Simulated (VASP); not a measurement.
# Al16CN15 (a cell with a defect) in VASP: notebook

Aim: see how the results for Al16CN15 (a cell with a defect) move with the level of theory and the settings. Levels: PBE, LDA. Tasks: single point, relaxation of the atoms.

All numbers are computed with VASP 6.6.1; they aren't measurements. Logs are shortened: lines on timing, memory, paths and dates and some standing lists are left out, and cuts for length are marked.

**1. The cell of the first run**

The cell holds a defect, 32 atoms: a = 6.260 Å, b = 6.260 Å, c = 10.035 Å, α = 90.00°, β = 90.00°, γ = 120.00°.

**2. Single point, PBE, collinear spin**

Input file INCAR:

```
PREC = Accurate
ENCUT = 520
EDIFF = 1E-6
ISMEAR = -1
SIGMA = 0.01
LREAL = Auto
LASPH = T
NELM = 200
ALGO = Normal
ISIF = 2
LWAVE = F
LCHARG = F
ISPIN = 2
MAGMOM = 0 0 0 0 0 0.01 0 0 0 0.02 0 0 0 0.02 0 0 0.08 0.01 0.02 0.01 0.14 0.06 0.02 0.02 0.14 0.02 0.02 0.07 0.04 0.01 0.05 0.77
LORBIT = 11
NUPDOWN = 2.0
GGA = PE
NELECT = 126.0
NBANDS = 90
GGA_COMPAT = F
```

Input file KPOINTS:

```
regular mesh
0
Gamma
  1 1 1
```

Input file POSCAR:

```
Al16CN15
1.0
    6.2595139326      0.0000000578      0.0000000000
   -3.1297570163      5.4208980521      0.0000000000
    0.0000000000      0.0000000000     10.0348065068
Al N C
16 15 1
Direct
    0.3330385575      0.1674738191      0.2503741250
    0.1658577248      0.3354820749      0.5016502830
    0.3330397254      0.1686535465      0.7527522953
    0.1673433866      0.3337637668      1.0016041597
    0.3338054435      0.6653917454      0.2501694957
    0.1813893547      0.8494024034      0.5037168473
    0.3322641626      0.6640514577      0.7520079108
    0.1689593480      0.8348702950      0.9982726045
    0.8354243514      0.1674027160      0.2499575760
    0.6517443125      0.3188782017      0.5029183679
    0.8375880960      0.1680857434      0.7520023628
    0.6658299741      0.3313317994      0.9986305807
    0.8347855867      0.6638686420      0.2348472078
    0.6574205240      0.8438383703      0.5051468422
    0.8359839871      0.6660891249      0.7511954923
    0.6672379649      0.8335173793      0.9989504241
    0.3297901491      0.1709962982      0.4395558455
    0.1683848739      0.3326046911      0.1912718189
    0.3321380098      0.1688301383      0.9409955562
    0.1687240591      0.3327000351      0.6904209759
    0.3310472597      0.6699346182      0.4403715729
    0.1719564977      0.8332401241      0.1896483068
    0.3335025518      0.6678746215      0.9409599994
    0.1715971040      0.8345639338      0.6921386867
    0.8313926970      0.1697883517      0.4402331043
    0.6659602700      0.3276173859      0.1892783686
    0.8332529351      0.1677785203      0.9409827992
    0.6682605290      0.3307413979      0.6918594727
    0.6689591741      0.8328525043      0.1911950665
    0.8330690222      0.6675864061      0.9413994792
    0.6690824168      0.8313190333      0.6916277359
    0.8359530218      0.6651547641      0.4429360911
```

Potentials or basis: VASP PAW PBE potentials, release 64 (Al, N, C).

Command:

```sh
$ cat potpaw_PBE.64/Al/POTCAR potpaw_PBE.64/N/POTCAR potpaw_PBE.64/C/POTCAR > POTCAR
$ mpirun -np 1 vasp_gam > vasp.out
```

OUTCAR:

```text
PREC = Accurate
   ENCUT = 520
   EDIFF = 1E-6
   ISMEAR = -1
   LREAL = Auto
   LASPH = T
   NELM = 200
   ISIF = 2
   ISPIN = 2
   LORBIT = 11
   NUPDOWN = 2.0
   GGA = PE
   NELECT = 126.0

 ion  position               nearest neighbor table
   1  0.333  0.167  0.250-  18 1.88  17 1.90  26 1.91  22 1.91  10 3.07   6 3.07   4 3.08  12 3.10
                             8 3.11   2 3.11   5 3.11   9 3.11  13 3.13  13 3.14   9 3.14   5 3.15
   2  0.166  0.335  0.502-  17 1.89  20 1.89  21 1.91  25 1.92  11 3.08   7 3.08   6 3.09   5 3.09
                            10 3.09   9 3.10   3 3.10   1 3.11  14 3.13  14 3.13  10 3.17   6 3.17
   3  0.333  0.169  0.753-  20 1.89  19 1.89  24 1.91  28 1.92   6 3.04  10 3.05  12 3.06   8 3.06
                             4 3.07  11 3.10   2 3.10   7 3.10  15 3.13  15 3.13   7 3.16  11 3.16
   4  0.167  0.334  0.002-  19 1.89  18 1.90  27 1.91  23 1.91   9 3.07   3 3.07   5 3.07  11 3.08
                             1 3.08   7 3.08  12 3.13   8 3.13  16 3.13  16 3.13  12 3.13   8 3.13
   5  0.334  0.665  0.250-  22 1.89  18 1.90  21 1.91  29 1.91   4 3.07   2 3.09  16 3.10  14 3.10
                             8 3.11   1 3.11   9 3.12  13 3.12   6 3.13   9 3.14  13 3.14   1 3.15
   6  0.181  0.849  0.504-  17 1.86  24 1.89  21 1.90  32 1.97  10 2.94  14 3.00   3 3.04   1 3.07
                             7 3.09   2 3.09  15 3.11   5 3.13   2 3.17  14 3.26  13 3.29  10 3.32
   7  0.332  0.664  0.752-  24 1.89  23 1.90  20 1.90  31 1.92  14 3.04   8 3.06  16 3.07   4 3.08
                             2 3.08   6 3.09  11 3.10   3 3.10  15 3.11  15 3.15   3 3.16  11 3.16
   8  0.169  0.835  0.998-  23 1.89  19 1.90  30 1.91  22 1.92  13 2.99   3 3.06   7 3.06  15 3.07
                             1 3.11  12 3.11   5 3.11  16 3.12   4 3.13   4 3.13  16 3.14  12 3.15
   9  0.835  0.167  0.250-  26 1.89  18 1.90  29 1.91  25 1.91   4 3.07   2 3.10  16 3.10  12 3.10
[... 17 lines left out ...]
  19  0.332  0.169  0.941-   4 1.89   3 1.89  12 1.90   8 1.90
  20  0.169  0.333  0.690-   3 1.89   2 1.89  11 1.90   7 1.90
  21  0.331  0.670  0.440-  14 1.89   6 1.90   5 1.91   2 1.91
  22  0.172  0.833  0.190-  13 1.88   5 1.89   1 1.91   8 1.92
[... 8 lines left out ...]
  31  0.669  0.831  0.692-  14 1.88  15 1.90  11 1.92   7 1.92
  32  0.836  0.665  0.443-   6 1.97  10 1.97  14 2.03  13 2.09

  LATTYP: Found a hexagonal cell.
 ALAT       =     6.2595139326
 C/A-ratio  =     1.6031287117

  Lattice vectors:

 A1 = (   6.2595139326,   0.0000000578,   0.0000000000)
 A2 = (  -3.1297570163,   5.4208980521,   0.0000000000)
 A3 = (   0.0000000000,   0.0000000000,  10.0348065068)

Analysis of symmetry for initial positions (statically):
=====================================================================
 Subroutine PRICEL returns:
 Original cell was already a primitive cell.

 Routine SETGRP: Setting up the symmetry group for a
 hexagonal supercell.

 Subroutine GETGRP returns: Found  1 space group operations
 (whereof  1 operations were pure point group operations)
[... 213 lines left out ...]

 E-fermi :   6.5921     XC(G=0): -10.7441

 val. band max:        6.5171497953   @ k =   0.0000   0.0000   0.0000
 cond. band min:       6.6671056362   @ k =   0.0000   0.0000   0.0000
 fundamental gap:      0.1499558409
 Fermi energy:         6.5742440226

 spin component 1

 k-point     1 :       0.0000    0.0000    0.0000
  band No.  band energies     occupation
      1      -8.9958      1.00000
      2      -8.1717      1.00000
      3      -8.0378      1.00000
      4      -7.3617      1.00000
      5      -7.3281      1.00000
      6      -6.9207      1.00000
[... 67 lines left out ...]
     74      11.8400      0.00000
     75      11.8583      0.00000
 Fermi energy:         6.5921277162

 spin component 2

 k-point     1 :       0.0000    0.0000    0.0000
  band No.  band energies     occupation
      1      -8.9069      1.00000
      2      -8.0840      1.00000
      3      -7.9945      1.00000
      4      -7.2272      1.00000
      5      -7.1569      1.00000
      6      -6.8493      1.00000
[... 67 lines left out ...]
     74      11.8628      0.00000
     75      11.8845      0.00000
 [bands above 75 left out]

------------------------ aborting loop because EDIFF is reached ----------------------------------------

  FORCE on cell =-STRESS in cart. coord.  units (eV):
  Direction    XX          YY          ZZ          XY          YZ          ZX
  --------------------------------------------------------------------------------------
  -------------------------------------------------------------------------------------
  Total        4.1900320      5.5096804    -19.2217087     -0.0270063      1.8359365      1.0047456
  in kB       19.7154669     25.9248428    -90.4444075     -0.1270732      8.6386797      4.7276558
  external PRESSURE =     -14.9346993 kB  Pullay stress =       0.0000000 kB

 VOLUME and BASIS-vectors are now :
 -----------------------------------------------------------------------------
  energy-cutoff  :      520.00
  volume of cell :      340.50
      direct lattice vectors                 reciprocal lattice vectors
     6.259513933  0.000000058  0.000000000     0.159756813  0.092235641  0.000000000
    -3.129757016  5.420898052  0.000000000    -0.000000002  0.184471279  0.000000000
     0.000000000  0.000000000 10.034806507     0.000000000  0.000000000  0.099653142

 POSITION                                       TOTAL-FORCE (eV/Angst)
 -----------------------------------------------------------------------------------
      1.56051      0.90786      2.51246         0.255914     -0.092305     -0.989632
     -0.01179      1.81861      5.03396        -0.284915      0.129903     -0.197543
      1.55682      0.91425      7.55372         0.195403     -0.281368     -0.338224
      0.00289      1.80930      0.01610        -0.143241      0.114891     -0.531335
      0.00695      3.60702      2.51040         0.186791      0.068292     -0.809218
     -1.52301      4.60452      5.05470        -0.281918     -0.478968      0.613828
[... 24 lines left out ...]
      1.58630      4.50650      6.94035        -0.413603      0.208633      0.460153
      3.15089      3.60574      4.44478         0.065675      0.477384     -0.843925
 -----------------------------------------------------------------------------------
    total drift:                                0.003420      0.000004      0.014937

  FREE ENERGIE OF THE ION-ELECTRON SYSTEM (eV)
  ---------------------------------------------------
  free  energy   TOTEN  =      -231.1654533549 eV

  energy  without entropy=     -231.1653591963  energy(sigma->0) =     -231.16540628

 total charge

# of ion       s       p       d       tot
------------------------------------------
    1        0.337   0.436   0.000   0.772
    2        0.336   0.432   0.000   0.769
    3        0.341   0.438   0.000   0.778
    4        0.338   0.435   0.000   0.773
    5        0.337   0.435   0.000   0.772
    6        0.356   0.453   0.000   0.809
[... 24 lines left out ...]
   31        1.197   2.663   0.000   3.860
   32        0.861   1.545   0.000   2.405
--------------------------------------------------
tot         24.279  48.584   0.000  72.863

 magnetization (x)

# of ion       s       p       d       tot
------------------------------------------
    1       -0.000  -0.001   0.000  -0.001
    2       -0.001  -0.001   0.000  -0.002
    3       -0.000   0.001   0.000   0.000
    4       -0.000  -0.000   0.000  -0.000
    5       -0.001  -0.001   0.000  -0.002
    6       -0.003   0.010   0.000   0.007
[... 24 lines left out ...]
   31        0.001   0.040   0.000   0.041
   32        0.027   0.560   0.000   0.587
--------------------------------------------------
tot          0.028   1.203   0.000   1.230
```

OSZICAR:

```text
N       E                     dE             d eps       ncg     rms          rms(c)
DAV:   1     0.858255124792E+03    0.85826E+03   -0.66684E+04   360   0.133E+03
DAV:   2    -0.177811487023E+03   -0.10361E+04   -0.96060E+03   468   0.298E+02
[... 13 lines left out ...]
DAV:  16    -0.231165432374E+03   -0.23896E-03   -0.15530E-03   384   0.990E-02    0.767E-02
DAV:  17    -0.231165445961E+03   -0.13588E-04   -0.19986E-04   448   0.521E-02    0.370E-02
DAV:  18    -0.231165448756E+03   -0.27946E-05   -0.76325E-05   424   0.267E-02    0.163E-02
DAV:  19    -0.231165452902E+03   -0.41463E-05   -0.21976E-05   400   0.114E-02    0.135E-02
DAV:  20    -0.231165452696E+03    0.20678E-06   -0.10899E-05   440   0.130E-02    0.418E-03
DAV:  21    -0.231165453355E+03   -0.65935E-06   -0.51939E-06   384   0.643E-03
   1 F= -.23116545E+03 E0= -.23116541E+03  d E =-.941586E-04  mag=     2.0000
```

Run time: 2.1 min. Hardware: 1 thread of Intel Xeon Platinum 8488C (Sapphire Rapids), shared host; peak memory 0.56 GiB.

What came out:

```
Free energy                                           : -231.1655 eV
Largest force                                         : 1.026 eV/Å
Net moment                                            : 2.00 μB per cell
Site moments                                          : Al -0.00, +0.00, +0.01, +0.02 (each value once); N +0.07, +0.01, +0.02, +0.12, +0.05, +0.06, +0.04 (each value once); C +0.59 μB
Valence electrons inside the program's atomic spheres : Al 0.77, 0.78, 0.81, 0.80, 0.79, 0.76 (each value once); N 3.89, 3.87, 3.88, 3.85, 3.86 (each value once); C 2.40
```

Forces on the atoms (eV/Å):
```
Al   0.256 -0.092 -0.990
Al  -0.285  0.130 -0.198
Al   0.195 -0.281 -0.338
Al  -0.143  0.115 -0.531
Al   0.187  0.068 -0.809
Al  -0.282 -0.479  0.614
Al   0.138  0.218 -0.313
Al  -0.029  0.037 -0.423
Al  -0.066 -0.176 -0.842
Al   0.371 -0.071  0.029
Al   0.014 -0.251 -0.331
Al  -0.092 -0.037 -0.260
Al  -0.133 -0.422  0.262
Al   0.241 -0.012  0.138
Al   0.076  0.062 -0.612
Al  -0.227  0.126 -0.331
N    0.061  0.069  0.312
N   -0.196  0.098  0.700
N    0.168 -0.063  0.456
N   -0.179  0.118  0.284
N    0.244 -0.145  0.300
N   -0.268  0.138  0.405
N    0.156 -0.163  0.486
N    0.108  0.286  0.556
N    0.211 -0.040  0.385
N   -0.126  0.021  0.121
N    0.202 -0.082  0.367
N   -0.269  0.122  0.265
N   -0.216  0.148  0.212
N    0.230 -0.127  0.466
N   -0.414  0.209  0.460
C    0.066  0.477 -0.844
```

Caveat: the k points lie up to 1.16 Å⁻¹ apart, too coarse for converged energies, forces and pressures; the cell carries a net charge on a neutralising background, which shifts energy and pressure; the cell is charged against a uniform background, so pressure and absolute levels hang on convention; the total moment is fixed, so each spin has its own Fermi level and the state may be an excited one.

(Continued in part 2 of 4.)
